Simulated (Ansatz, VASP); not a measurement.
**Two plane-wave programs on Rh**

```
Rh
1.0
    -0.28156    1.82692    1.87704
     1.82692   -0.28156    1.87704
     1.54536    1.54536    0.00000
Rh
1
Direct
  0.00000 0.00000 0.00000
```

Change from the starting cell: engineering shear strain xy -0.3000, equal normal strain along x and y -0.0267.

Alike in both runs: task single point; functional LDA; k mesh 20 × 20 × 20; occupations gaussian, width 0.15 eV; no spin polarisation.

|  | VASP | Ansatz |
| --- | --- | --- |
| version | VASP 6.6.1 | Ansatz 0.2.0 |
| potentials or method | VASP PAW LDA potentials, release 64 (Rh_pv), cutoff 520 eV | scalar-relativistic, plane waves, PAW |
| valence electrons in the cell | 15 | 17 |

```tsv
	VASP	Ansatz	Ansatz less VASP
gap on the k mesh at the Fermi level (eV)	none	none	-
pressure (GPa)	71.9	70.1	-1.77
traceless stress, the component that is largest in VASP (GPa)	89.74	88.26	-1.483
```

Ansatz warns that its potentials were made for another functional, while VASP's fit it. LDA's correlation is that of Perdew and Zunger in VASP and of Perdew and Wang (1992) in Ansatz. A gap of «none» marks a metal or a gap that the smearing closes. Both programs put the cell under a high pressure, so it lies far from rest at this level. VASP's potentials hold 15 valence electrons a cell and Ansatz's 17, so a difference there can come from the potentials and not from the codes.

Noted on VASP's run: the cell as given lies far from equilibrium.
